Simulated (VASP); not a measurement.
# Al2O5 (P-3m1) in VASP: notebook

Al2O5 is run at these levels: PBE; tasks: single point, relaxation of cell and atoms.

All numbers are computed with VASP 6.6.1; they aren't measurements. Logs are shortened: lines on timing, memory, paths and dates and some standing lists are left out, and cuts for length are marked.

## 1. The cell of the first run

The structure is trigonal, space group P-3m1 (No. 164). Conventional cell: a = 2.871 Å, b = 2.871 Å, c = 11.645 Å, α = 90.00°, β = 90.00°, γ = 120.00°. Within 2.4 Å of Al (site symmetry 3m) lie 6 O at 1.79 to 2.15 Å. Within 1.6 Å of O (site symmetry 3m) lie 1 O at 1.21 Å. Within 2.4 Å of O (site symmetry 3m) lie 3 Al at 1.79 Å. Within 2.8 Å of O (site symmetry -3m) lie 6 Al at 2.15 Å and 6 O at 2.65 Å.

## 2. Single point, PBE

The input, INCAR:

```
ALGO = Normal
EDIFF = 1E-6
ENCUT = 520
GGA = PE
ISIF = 2
ISMEAR = 0
LASPH = True
LCHARG = False
LREAL = False
LWAVE = False
NBANDS = 27
NELM = 100
PREC = Accurate
SIGMA = 0.2
```

The input, KPOINTS:

```
k-points
0
Gamma
  6 6 2
```

The input, POSCAR:

```
Al2O5
1.0
    2.8705700835      0.0000000000      0.0000000000
   -1.4352850417      2.4859866156      0.0000000000
    0.0000000000      0.0000000000     11.6452038917
Al O
2 5
Direct
    0.3333333333      0.6666666667      0.1181146302
    0.6666666667      0.3333333333      0.8818853698
    0.0000000000      0.0000000000      0.4478499555
    0.0000000000      0.0000000000      0.5521500445
    0.6666666667      0.3333333333      0.1771605489
    0.3333333333      0.6666666667      0.8228394511
    0.0000000000      0.0000000000      0.0000000000
```

Potentials or basis: VASP PAW PBE potentials, release 64 (Al, O).

The run is started by

```bash
cat potpaw_PBE.64/Al/POTCAR potpaw_PBE.64/O/POTCAR > POTCAR
mpirun -np 1 vasp_std > vasp.out
```

OUTCAR:

```text
EDIFF = 1E-6
   ENCUT = 520
   GGA = PE
   ISIF = 2
   ISMEAR = 0
   LASPH = True
   LREAL = False
   NELM = 100
   PREC = Accurate

 ion  position               nearest neighbor table
   1  0.333  0.667  0.118-   5 1.79   5 1.79   5 1.79   7 2.15   7 2.15   7 2.15   2 3.21   2 3.21
                             2 3.21
   2  0.667  0.333  0.882-   6 1.79   6 1.79   6 1.79   7 2.15   7 2.15   7 2.15   1 3.21   1 3.21
                             1 3.21
   3  0.000  0.000  0.448-   4 1.21
   4  0.000  0.000  0.552-   3 1.21
   5  0.667  0.333  0.177-   1 1.79   1 1.79   1 1.79
   6  0.333  0.667  0.823-   2 1.79   2 1.79   2 1.79
   7  0.000  0.000  0.000-   1 2.15   2 2.15   1 2.15   2 2.15   2 2.15   1 2.15

  LATTYP: Found a hexagonal cell.
 ALAT       =     2.8705700835
 C/A-ratio  =     4.0567565163

  Lattice vectors:

 A1 = (   2.8705700835,   0.0000000000,   0.0000000000)
 A2 = (  -1.4352850417,   2.4859866156,   0.0000000000)
 A3 = (   0.0000000000,   0.0000000000,  11.6452038917)

Analysis of symmetry for initial positions (statically):
=====================================================================
 Subroutine PRICEL returns:
 Original cell was already a primitive cell.

 Routine SETGRP: Setting up the symmetry group for a
 hexagonal supercell.

 Subroutine GETGRP returns: Found 12 space group operations
 (whereof 12 operations were pure point group operations)
 out of a pool of 24 trial point group operations.

The static configuration has the point symmetry D_3d.

Analysis of symmetry for dynamics (positions and initial velocities):
=====================================================================
 Subroutine PRICEL returns:
 Original cell was already a primitive cell.

 Routine SETGRP: Setting up the symmetry group for a
 hexagonal supercell.

 Subroutine GETGRP returns: Found 12 space group operations
 (whereof 12 operations were pure point group operations)
 out of a pool of 24 trial point group operations.

The dynamic configuration has the point symmetry D_3d.

 Subroutine INISYM returns: Found 12 space group operations
 (whereof 12 operations are pure point group operations),
 and found     1 'primitive' translations

----------------------------------------------------------------------------------------

                                     Primitive cell

  volume of cell :      83.1025

  direct lattice vectors                    reciprocal lattice vectors
     2.870570084  0.000000000  0.000000000     0.348362859  0.201127390  0.000000000
    -1.435285042  2.485986616  0.000000000     0.000000000  0.402254780  0.000000000
     0.000000000  0.000000000 11.645203892     0.000000000  0.000000000  0.085872262

  length of vectors
     2.870570084  2.870570083 11.645203892     0.402254780  0.402254780  0.085872262

  position of ions in fractional coordinates (direct lattice)
     0.333333333  0.666666667  0.118114630
     0.666666667  0.333333333  0.881885370
     0.000000000  0.000000000  0.447849955
     0.000000000  0.000000000  0.552150045
     0.666666667  0.333333333  0.177160549
     0.333333333  0.666666667  0.822839451
     0.000000000  0.000000000  0.000000000

  ion indices of the primitive-cell ions
   primitive index   ion index
                 1           1
                 2           2
                 3           3
                 4           4
                 5           5
                 6           6
                 7           7

----------------------------------------------------------------------------------------

 KPOINTS: k-points

Automatic generation of k-mesh.
 Grid dimensions read from file:
 generate k-points for:    6    6    2

 Generating k-lattice:

  Cartesian coordinates                     Fractional coordinates (reciprocal lattice)
     0.058060476  0.033521232  0.000000000     0.166666667  0.000000000  0.000000000
     0.000000000  0.067042463  0.000000000     0.000000000  0.166666667  0.000000000
     0.000000000  0.000000000  0.042936131     0.000000000  0.000000000  0.500000000

  Length of vectors
     0.067042463  0.067042463  0.042936131

  Shift w.r.t. Gamma in fractional coordinates (k-lattice)
     0.000000000  0.000000000  0.000000000

 Subroutine IBZKPT returns following result:
 ===========================================

 Found     14 irreducible k-points:

 Following reciprocal coordinates:
            Coordinates               Weight
  0.000000  0.000000  0.000000      1.000000
  0.166667  0.000000  0.000000      6.000000
  0.333333  0.000000  0.000000      6.000000
  0.500000  0.000000  0.000000      3.000000
  0.166667  0.166667  0.000000      6.000000
  0.333333  0.166667  0.000000     12.000000
  0.333333  0.333333  0.000000      2.000000
  0.000000  0.000000  0.500000      1.000000
  0.166667  0.000000  0.500000      6.000000
  0.333333  0.000000  0.500000      6.000000
  0.500000  0.000000  0.500000      3.000000
  0.166667  0.166667  0.500000      6.000000
  0.333333  0.166667  0.500000     12.000000
  0.333333  0.333333  0.500000      2.000000
   k-points           NKPTS =     14   k-points in BZ     NKDIM =     14   number of bands    NBANDS=     27
   number of dos      NEDOS =    301   number of ions     NIONS =      7
   total plane-waves  NPLWV =  51840
   dimension x,y,z NGX =    24 NGY =   24 NGZ =   90
   dimension x,y,z NGXF=    48 NGYF=   48 NGZF=  180
   ions per type =               2   5
   NGX,Y,Z   is equivalent  to a cutoff of  13.90, 13.90, 12.85 a.u.
   NGXF,Y,Z  is equivalent  to a cutoff of  27.80, 27.80, 25.70 a.u.
 SYSTEM =  unknown system
   PREC   = accura    normal or accurate (medium, high low for compatibility)
   ISTART =      0    job   : 0-new  1-cont  2-samecut
   ICHARG =      2    charge: 1-file 2-atom 10-const
   ISPIN  =      1    spin polarized calculation?
   LNONCOLLINEAR =      F non collinear calculations
   LSORBIT =      F    spin-orbit coupling
   LASPH  =      T    aspherical Exc in radial PAW
   ENCUT  =  520.0 eV  38.22 Ry    6.18 a.u.   5.34  5.34 21.65*2*pi/ulx,y,z
   NELM   =    100;   NELMIN=  2; NELMDL= -5     # of ELM steps
   EDIFF  = 0.1E-05   stopping-criterion for ELM
   LREAL  =      F    real-space projection
   EDIFFG = 0.1E-04   stopping-criterion for IOM
   NSW    =      0    number of steps for IOM
   IBRION =     -1    ionic relax: 0-MD 1-quasi-New 2-CG
   NFREE  =      0    steps in history (QN), initial steepest desc. (CG)
   ISIF   =      2    stress and relaxation
   ISYM   =      2    0-nonsym 1-usesym 2-fastsym
   POTIM  = 0.5000    time-step for ionic-motion
   TEBEG  =    0.0;   TEEND  =   0.0 temperature during run
   PSTRESS=    0.0 pullay stress
   NELECT =      36.0000    total number of electrons
   NUPDOWN=      -1.0000    fix difference up-down
   EMIN   =  10.00;   EMAX   =-10.00  energy-range for DOS
   EFERMI =   0.00;   METHOD = LEGACY
   ISMEAR =     0;   SIGMA  =   0.20  broadening in eV -4-tet -1-fermi 0-gaus
   EFERMI_NEDOS =   21; number of points for ismear=-14 and -15
   IALGO  =     38    algorithm
   IMIX   =      4    mixing-type and parameters
     AMIX     =   0.40;   BMIX     =  1.00
     AMIX_MAG =   1.60;   BMIX_MAG =  1.00
  volume/ion in A,a.u.               =      11.87        80.11
  Fermi-wavevector in a.u.,A,eV,Ry     =   1.238714  2.340830 20.876942  1.534412
  Thomas-Fermi vector in A             =   2.373228
   LORBIT       =      0    0 simple, 1 ext, 2 COOP (PROOUT), +10 PAW based schemes
   GGA     = PE    functional components
   LHFCALC =     F    Hartree Fock is set to
   AEXX    =    0.0000 exact exchange contribution
   IVDW    =     0    specifies the selected vdW correction
   LEPSILON=     F    determine dielectric tensor
   LRPA    =     F    only Hartree local field effects (RPA)
 non-spin polarized calculation
 Gauss-broadening in eV      SIGMA  =   0.20
  energy-cutoff  :      520.00
  volume of cell :       83.10
 maximum number of plane-waves:      2276
 NGX is ok and might be reduce to    24
   NGX = 11   NGY = 11   NGZ = 43

 number of electron      35.9999997 magnetization

 Free energy of the ion-electron system (eV)
  ---------------------------------------------------
  ext. energy  EPLUGINS =         0.00000000
  ---------------------------------------------------
  free energy    TOTEN  =       -45.93694590 eV

  energy without entropy =      -45.89007190  energy(sigma->0) =      -45.91350890

 E-fermi :   3.1174     XC(G=0):  -9.4032

 val. band max:        2.7403130437   @ k =   0.1667   0.1667   0.0000
 cond. band min:       3.1696332140   @ k =   0.3333   0.1667   0.5000
 fundamental gap:      0.4293201703
 Fermi energy:         3.1174103471

 k-point     1 :       0.0000    0.0000    0.0000
  band No.  band energies     occupation
      1     -23.9448      2.00000
      2     -18.0003      2.00000
      3     -16.7680      2.00000
      4     -15.6654      2.00000
      5     -11.3329      2.00000
      6      -4.6961      2.00000
[... 19 lines left out ...]
     26      14.4724      0.00000
     27      15.2192      0.00000

 k-point     2 :       0.1667    0.0000    0.0000
  band No.  band energies     occupation
      1     -23.8656      2.00000
      2     -17.6634      2.00000
      3     -16.5198      2.00000
      4     -15.5513      2.00000
      5     -11.2005      2.00000
      6      -4.6669      2.00000
[... 19 lines left out ...]
     26      13.6827      0.00000
     27      14.5865      0.00000

 k-point     3 :       0.3333    0.0000    0.0000
  band No.  band energies     occupation
      1     -23.7028      2.00000
      2     -16.8235      2.00000
      3     -15.9709      2.00000
      4     -15.3955      2.00000
      5     -10.9205      2.00000
      6      -4.7811      2.00000
[... 294 lines left out ...]
      1     -23.6198      2.00000
      2     -16.2475      2.00000
      3     -15.6764      2.00000
      4     -15.4138      2.00000
      5     -10.7739      2.00000
      6      -4.9326      2.00000
[... 19 lines left out ...]
     26      13.5632      0.00000
     27      14.1490      0.00000

 k-point    14 :       0.3333    0.3333    0.5000
  band No.  band energies     occupation
      1     -23.5780      2.00000
      2     -15.8345      2.00000
      3     -15.5290      2.00000
      4     -15.5290      2.00000
      5     -10.6998      2.00000
      6      -4.3791      2.00000
[... 19 lines left out ...]
     26      13.8426      0.00000
     27      13.8426      0.00000

------------------------ aborting loop because EDIFF is reached ----------------------------------------

  FORCE on cell =-STRESS in cart. coord.  units (eV):
  Direction    XX          YY          ZZ          XY          YZ          ZX
  --------------------------------------------------------------------------------------
  -------------------------------------------------------------------------------------
  Total       -0.0559511     -0.0559511      1.7297755     -0.0000000      0.0000000      0.0000000
  in kB       -1.0787121     -1.0787121     33.3492672     -0.0000000      0.0000000      0.0000000
  external PRESSURE =      10.3972810 kB  Pullay stress =       0.0000000 kB

 VOLUME and BASIS-vectors are now :
 -----------------------------------------------------------------------------
  energy-cutoff  :      520.00
  volume of cell :       83.10
      direct lattice vectors                 reciprocal lattice vectors
     2.870570084  0.000000000  0.000000000     0.348362859  0.201127390  0.000000000
    -1.435285042  2.485986616  0.000000000     0.000000000  0.402254780  0.000000000
     0.000000000  0.000000000 11.645203892     0.000000000  0.000000000  0.085872262

 POSITION                                       TOTAL-FORCE (eV/Angst)
 -----------------------------------------------------------------------------------
     -0.00000      1.65732      1.37547        -0.000000      0.000000      0.043139
      1.43529      0.82866     10.26973         0.000000      0.000000     -0.043139
      0.00000      0.00000      5.21530         0.000000     -0.000000     -1.277349
      0.00000      0.00000      6.42990        -0.000000      0.000000      1.277349
      1.43529      0.82866      2.06307         0.000000      0.000000     -0.025898
     -0.00000      1.65732      9.58213        -0.000000      0.000000      0.025898
      0.00000      0.00000      0.00000        -0.000000      0.000000     -0.000000
 -----------------------------------------------------------------------------------
    total drift:                                0.000000     -0.000000      0.000000

  FREE ENERGIE OF THE ION-ELECTRON SYSTEM (eV)
  ---------------------------------------------------
  free  energy   TOTEN  =       -45.9369459032 eV

  energy  without entropy=      -45.8900718977  energy(sigma->0) =      -45.91350890
```

Run time: 32 s. Hardware: 1 thread of Intel Xeon Platinum 8259CL at 2.50GHz (Skylake/Cascade Lake), shared host; peak memory 0.21 GiB.

Results:

```
Free energy            : -45.9369 eV
Pressure               : 1.0 GPa
Largest force          : 1.277 eV/Å
Band gap on the k mesh : zero (band 18 reaches 3.75 eV, above the bottom of band 19 at 2.58 eV)
```

Forces on the atoms (eV/Å):
```
Al   0.000  0.000  0.043
Al   0.000  0.000 -0.043
O    0.000  0.000 -1.277
O    0.000  0.000  1.277
O    0.000  0.000 -0.026
O    0.000  0.000  0.026
O    0.000  0.000  0.000
```

Levels at points of the mesh, in eV from the Fermi level:
| k point | band 15 | band 16 | band 17 | band 18 | band 19 | band 20 | band 21 | band 22 |
| --- | --- | --- | --- | --- | --- | --- | --- | --- |
| (0.00, 0.00, 0.00) | -2.83 | -2.83 | -2.49 | 0.63 | 0.63 | 3.01 | 5.41 | 5.86 |
| (0.50, 0.00, 0.00) | -3.46 | -3.29 | -2.43 | -1.08 | 0.30 | 4.93 | 6.81 | 8.08 |
| (0.00, 0.00, 0.50) | -2.83 | -2.83 | -2.46 | 0.63 | 0.63 | 2.97 | 5.65 | 5.73 |
| (0.50, 0.00, 0.50) | -3.46 | -3.29 | -2.45 | -1.07 | 0.31 | 4.93 | 6.79 | 8.11 |

Caveat: the k points lie up to 0.42 Å⁻¹ apart; the standard files for N, O and F lose accuracy on very short bonds; forces of over 1 eV/Å act on the atoms, so gaps and moduli don't describe the material at rest.

(Continued in part 2 of 2.)
